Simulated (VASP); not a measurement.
# Mo (Im-3m) in VASP: further runs

Aim: see how the results for Mo move with the level of theory and the settings. Levels: BLYP+D4, revPBE+D3(BJ). Tasks: relaxation of cell and atoms, single point.

Everything below comes from runs of VASP 6.6.1. Logs are shortened: lines on timing, memory, paths and dates and some standing lists are left out, and cuts for length are marked.

## 1. The cell of the first run

Symmetry: Im-3m, No. 229, cubic system. Conventional cell: a = 3.168 Å, b = 3.168 Å, c = 3.168 Å, α = 90.00°, β = 90.00°, γ = 90.00°. Within 3.6 Å of Mo (site symmetry m-3m) lie 14 Mo at 2.74 to 3.17 Å.

## 2. Relaxation of cell and atoms, BLYP+D4

Input file INCAR:

```
SYSTEM = Mo
AGGAC = 1.0
AGGAX = 1.0
ALDAC = 0.0
ALDAX = 1.0
ALGO = Normal
EDIFF = 1E-6
EDIFFG = -0.02
ENCUT = 600
GGA = B5
IBRION = 2
ISIF = 3
ISMEAR = -1
IVDW = 13
LASPH = .TRUE.
LCHARG = .FALSE.
LREAL = .FALSE.
LWAVE = .FALSE.
NELM = 60
NSW = 80
PREC = Accurate
SIGMA = 0.05
VDW_A1 = 0.44488865
VDW_A2 = 4.0933009
VDW_S6 = 1.0
VDW_S8 = 2.34076671
```

Input file KPOINTS:

```
k-points
0
G
  12 12 12
  0 0 0
```

Input file POSCAR:

```
Mo
1.0
   -1.5838089719      1.5838089719      1.5838089719
    1.5838089719     -1.5838089719      1.5838089719
    1.5838089719      1.5838089719     -1.5838089719
Mo
1
Direct
    0.0000000000      0.0000000000      0.0000000000
```

Potentials or basis: VASP PAW PBE potentials, release 64 (Mo_sv).

Run with:

```
> cat potpaw_PBE.64/Mo_sv/POTCAR > POTCAR
> mpirun -np 1 vasp_std > vasp.out
```

OUTCAR:

```text
SYSTEM = Mo
   EDIFF = 1E-6
   EDIFFG = -0.02
   ENCUT = 600
   GGA = B5
   IBRION = 2
   ISIF = 3
   ISMEAR = -1
   IVDW = 13
   LASPH = .TRUE.
   LREAL = .FALSE.
   NELM = 60
   NSW = 80
   PREC = Accurate

 ion  position               nearest neighbor table
   1  0.000  0.000  0.000-

  LATTYP: Found a body centered cubic cell.
 ALAT       =     3.1676179438

  Lattice vectors:

 A1 = (  -1.5838089719,   1.5838089719,   1.5838089719)
 A2 = (   1.5838089719,  -1.5838089719,   1.5838089719)
 A3 = (   1.5838089719,   1.5838089719,  -1.5838089719)

Analysis of symmetry for initial positions (statically):
=====================================================================
 Subroutine PRICEL returns:
 Original cell was already a primitive cell.

 Routine SETGRP: Setting up the symmetry group for a
 body centered cubic supercell.

 Subroutine GETGRP returns: Found 48 space group operations
 (whereof 48 operations were pure point group operations)
 out of a pool of 48 trial point group operations.

The static configuration has the point symmetry O_h .

Analysis of symmetry for dynamics (positions and initial velocities):
=====================================================================
 Subroutine PRICEL returns:
 Original cell was already a primitive cell.

 Routine SETGRP: Setting up the symmetry group for a
 body centered cubic supercell.

 Subroutine GETGRP returns: Found 48 space group operations
 (whereof 48 operations were pure point group operations)
 out of a pool of 48 trial point group operations.

The dynamic configuration has the point symmetry O_h .

 Subroutine INISYM returns: Found 48 space group operations
 (whereof 48 operations are pure point group operations),
 and found     1 'primitive' translations

----------------------------------------------------------------------------------------

                                     Primitive cell

  volume of cell :      15.8916

  direct lattice vectors                    reciprocal lattice vectors
    -1.583808972  1.583808972  1.583808972     0.000000000  0.315694638  0.315694638
     1.583808972 -1.583808972  1.583808972     0.315694638  0.000000000  0.315694638
     1.583808972  1.583808972 -1.583808972     0.315694638  0.315694638  0.000000000

  length of vectors
     2.743237609  2.743237609  2.743237609     0.446459639  0.446459639  0.446459639

  position of ions in fractional coordinates (direct lattice)
     0.000000000  0.000000000  0.000000000

  ion indices of the primitive-cell ions
   primitive index   ion index
                 1           1
[... 66 lines left out ...]
   ISPIN  =      1    spin polarized calculation?
   LNONCOLLINEAR =      F non collinear calculations
   LSORBIT =      F    spin-orbit coupling
   LASPH  =      T    aspherical Exc in radial PAW
   ENCUT  =  600.0 eV  44.10 Ry    6.64 a.u.   5.48  5.48  5.48*2*pi/ulx,y,z
   NELM   =     60;   NELMIN=  2; NELMDL= -5     # of ELM steps
   EDIFF  = 0.1E-05   stopping-criterion for ELM
   LREAL  =      F    real-space projection
   EDIFFG = -.2E-01   stopping-criterion for IOM
   NSW    =     80    number of steps for IOM
   IBRION =      2    ionic relax: 0-MD 1-quasi-New 2-CG
   NFREE  =      1    steps in history (QN), initial steepest desc. (CG)
   ISIF   =      3    stress and relaxation
   ISYM   =      2    0-nonsym 1-usesym 2-fastsym
   POTIM  = 0.5000    time-step for ionic-motion
   TEBEG  =    0.0;   TEEND  =   0.0 temperature during run
   PSTRESS=    0.0 pullay stress
   NELECT =      14.0000    total number of electrons
   NUPDOWN=      -1.0000    fix difference up-down
   EMIN   =  10.00;   EMAX   =-10.00  energy-range for DOS
   EFERMI =   0.00;   METHOD = LEGACY
   ISMEAR =    -1;   SIGMA  =   0.05  broadening in eV -4-tet -1-fermi 0-gaus
   EFERMI_NEDOS =   21; number of points for ismear=-14 and -15
   IALGO  =     38    algorithm
   IMIX   =      4    mixing-type and parameters
     AMIX     =   0.40;   BMIX     =  1.00
     AMIX_MAG =   1.60;   BMIX_MAG =  1.00
  volume/ion in A,a.u.               =      15.89       107.24
  Fermi-wavevector in a.u.,A,eV,Ry     =   1.569380  2.965698 33.510508  2.462953
  Thomas-Fermi vector in A             =   2.671271
   LORBIT       =      0    0 simple, 1 ext, 2 COOP (PROOUT), +10 PAW based schemes
   GGA     = B5    functional components
   LHFCALC =     F    Hartree Fock is set to
   AEXX    =    0.0000 exact exchange contribution
   IVDW    =    13    specifies the selected vdW correction
   LEPSILON=     F    determine dielectric tensor
   LRPA    =     F    only Hartree local field effects (RPA)
 conjugate gradient relaxation of ions
 non-spin polarized calculation
  energy-cutoff  :      600.00
  volume of cell :       15.89
 maximum number of plane-waves:       555
 NGX is ok and might be reduce to    24
   NGX = 11   NGY = 11   NGZ = 11

--------------------------------------- Ionic step        1  -------------------------------------------

 number of electron      14.0000002 magnetization

 Free energy of the ion-electron system (eV)
  ---------------------------------------------------
  ext. energy  EPLUGINS =         0.00000000
  ---------------------------------------------------
  free energy    TOTEN  =        -9.49433322 eV

  energy without entropy =       -9.49186947  energy(sigma->0) =       -9.49310134

------------------------ aborting loop because EDIFF is reached ----------------------------------------

  DFT-D4 for vdW energy calculation

  Edisp (eV):   -1.14401
[... 69 lines left out ...]
--------------------------------------- Ionic step        3  -------------------------------------------

 number of electron      14.0000002 magnetization

 Free energy of the ion-electron system (eV)
  ---------------------------------------------------
  ext. energy  EPLUGINS =         0.00000000
  ---------------------------------------------------
  free energy    TOTEN  =        -9.48406912 eV

  energy without entropy =       -9.48165895  energy(sigma->0) =       -9.48286404

 E-fermi :  12.9875     XC(G=0): -12.7178

 val. band max:       12.9145365854   @ k =  -0.1667   0.2500   0.0833
 cond. band min:      13.0113890100   @ k =  -0.3333   0.3333   0.2500
 fundamental gap:      0.0968524246
 Fermi energy:        12.9874739338

 k-point     1 :       0.0000    0.0000    0.0000
  band No.  band energies     occupation
      1     -48.0777      2.00000
      2     -21.4852      2.00000
      3     -21.4852      2.00000
      4     -21.4852      2.00000
      5       6.0253      2.00000
      6      11.6162      2.00000
      7      11.6162      2.00000
      8      11.6162      2.00000
      9      14.6468      0.00000
     10      14.6468      0.00000
     11      28.0400      0.00000
[... 309 lines left out ...]
 k-point    24 :       0.4167    0.0833    0.0833
  band No.  band energies     occupation
      1     -47.8106      2.00000
      2     -22.7722      2.00000
      3     -21.9912      2.00000
      4     -21.5880      2.00000
      5       8.3820      2.00000
      6       9.6378      2.00000
      7      13.4917      0.00008
      8      14.8075      0.00000
      9      15.2926      0.00000
     10      19.3715      0.00000
     11      24.0230      0.00000

 [... further k-points ...]

------------------------ aborting loop because EDIFF is reached ----------------------------------------

  DFT-D4 for vdW energy calculation

  Edisp (eV):   -1.15560
[... 24 lines left out ...]
  FREE ENERGIE OF THE ION-ELECTRON SYSTEM (eV)
  ---------------------------------------------------
  free  energy   TOTEN  =       -10.6396643388 eV

  energy  without entropy=      -10.6372541736  energy(sigma->0) =      -10.63845926

 reached required accuracy - stopping structural energy minimisation
```

OSZICAR:

```text
N       E                     dE             d eps       ncg     rms          rms(c)
DAV:   1     0.102246526360E+03    0.10225E+03   -0.89615E+03  1592   0.145E+03
DAV:   2    -0.845100209911E+01   -0.11070E+03   -0.10700E+03  1728   0.364E+02
DAV:   3    -0.100536356827E+02   -0.16026E+01   -0.15888E+01  1824   0.429E+01
[... 20 lines left out ...]
DAV:   2    -0.949183090244E+01    0.12772E+00   -0.28048E-01  1617   0.666E+00    0.701E-01
DAV:   3    -0.948316372516E+01    0.86672E-02   -0.38501E-02  1707   0.244E+00    0.522E-01
DAV:   4    -0.948407057815E+01   -0.90685E-03   -0.61047E-04  1643   0.288E-01    0.266E-02
DAV:   5    -0.948406816256E+01    0.24156E-05   -0.27913E-05  1728   0.645E-02    0.758E-03
DAV:   6    -0.948406911980E+01   -0.95724E-06   -0.39455E-07  1008   0.794E-03
   3 F= -.10639664E+02 E0= -.10638459E+02  d E =-.131884E-02
```

CONTCAR:

```text
Mo
   1.00000000000000
    -1.5785072424920845    1.5785072424920845    1.5785072424920845
     1.5785072424920845   -1.5785072424920845    1.5785072424920845
     1.5785072424920845    1.5785072424920845   -1.5785072424920845
  Mo
     1
Direct
     0.0000000000000000    0.0000000000000000    0.0000000000000000

  0.00000000E+00  0.00000000E+00  0.00000000E+00
```

Wall time 22 s (1 thread of Intel Xeon Platinum 8488C (Sapphire Rapids), shared host); peak memory 0.16 GiB.

What came out:

- Free energy: -10.6397 eV
- Relaxed volume: 15.73 Å³/atom
- Relaxed cell: a = 2.734 Å, b = 2.734 Å, c = 2.734 Å, α = 109.47°, β = 109.47°, γ = 109.47°
- Space group after relaxing (to 0.05 Å): Im-3m (No. 229)
- Energy gained by relaxing: 1.3 meV/atom
- Ionic steps: 3
- Pressure after relaxing: 0.0 GPa
- Band gap on the k mesh: zero (band 7 reaches 16.89 eV, above the bottom of band 8 at 11.62 eV)
- Dispersion energy per atom: -1.156 eV

Step by step:
```csv
step,energy change (eV),largest force (eV/Å),pressure (GPa),volume (Å³)
1,0.0000,0.0000,-2.61,15.89
2,0.0086,0.0000,7.64,15.30
3,-0.0013,0.0000,-0.03,15.73
```

Final structure:
```
Mo
1.0
    -1.57851    1.57851    1.57851
     1.57851   -1.57851    1.57851
     1.57851    1.57851   -1.57851
Mo
1
Direct
  0.00000 0.00000 0.00000
```

Caveat: the PAW data sets were made with another functional, which shifts forces and pressure a little; pairwise dispersion overbinds metals, which lowers pressure and volume.

## 3. Single point, revPBE+D3(BJ), collinear spin, ferromagnetic start (volume scaled by 0.94)

Input file INCAR:

```
ALGO = Normal ; EDIFF = 1E-6
ENCUT = 520 ; GGA = RE
ISIF = 2 ; ISMEAR = -1
ISPIN = 2 ; IVDW = 12
LASPH = T ; LCHARG = F
LMAXMIX = 4 ; LORBIT = 11
LREAL = F ; LWAVE = F
MAGMOM = 1.14 ; NBANDS = 17
NELM = 150 ; PREC = Accurate
SIGMA = 0.025
```

Input file KPOINTS:

```
k-points
0
Gamma
  12 12 12
```

Input file POSCAR:

```
Mo
1.0
   -1.5514772677      1.5514772677      1.5514772677
    1.5514772677     -1.5514772677      1.5514772677
    1.5514772677      1.5514772677     -1.5514772677
Mo
1
Direct
    0.0000000000      0.0000000000      0.0000000000
```

Potentials or basis: VASP PAW PBE potentials, release 64 (Mo_sv).

Run with:

```
> cat potpaw_PBE.64/Mo_sv/POTCAR > POTCAR
> mpirun -np 1 vasp_std > vasp.out
```

It took 55 s on 1 thread of Intel Xeon 6975P-C, shared host; peak memory 0.16 GiB.

The run converged. Its results:

- Free energy: -11.8376 eV
- Pressure: 3.5 GPa
- Band gap on the k mesh: zero (filled and empty bands overlap)
- Net moment: 0.00 μB per cell
- Valence electrons inside the program's atomic spheres: Mo 12.61
- Dispersion energy per atom: -1.398 eV

Levels at points of the mesh, in eV from the Fermi level:
Spin up:
```csv
k point,band 3,band 4,band 5,band 6,band 7,band 8,band 9,band 10,band 11,band 12
"(0.00, 0.00, 0.00)",-34.42,-34.42,-7.33,-1.41,-1.41,-1.41,1.79,1.79,14.93,14.93
"(0.50, 0.00, 0.00)",-34.93,-34.43,-5.56,-3.58,1.84,1.85,2.51,5.10,12.09,12.42
"(0.50, 0.50, 0.50)",-35.52,-35.52,-5.76,-5.76,4.28,4.28,4.28,9.48,9.48,9.48
```
Spin down:
| k point | band 4 | band 5 | band 6 | band 7 | band 8 | band 9 | band 10 | band 11 |
| --- | --- | --- | --- | --- | --- | --- | --- | --- |
| (0.00, 0.00, 0.00) | -34.42 | -7.33 | -1.41 | -1.41 | -1.41 | 1.79 | 1.79 | 14.93 |
| (0.50, 0.00, 0.00) | -34.43 | -5.56 | -3.58 | 1.84 | 1.85 | 2.51 | 5.10 | 12.09 |
| (0.50, 0.50, 0.50) | -35.52 | -5.76 | -5.76 | 4.28 | 4.28 | 4.28 | 9.48 | 9.48 |

Caveat: the cell differs from its parent crystal (volume scaled by 0.94); three body term missing; the PAW data sets were made with another functional, which shifts forces and pressure a little; pairwise dispersion overbinds metals, which lowers pressure and volume.
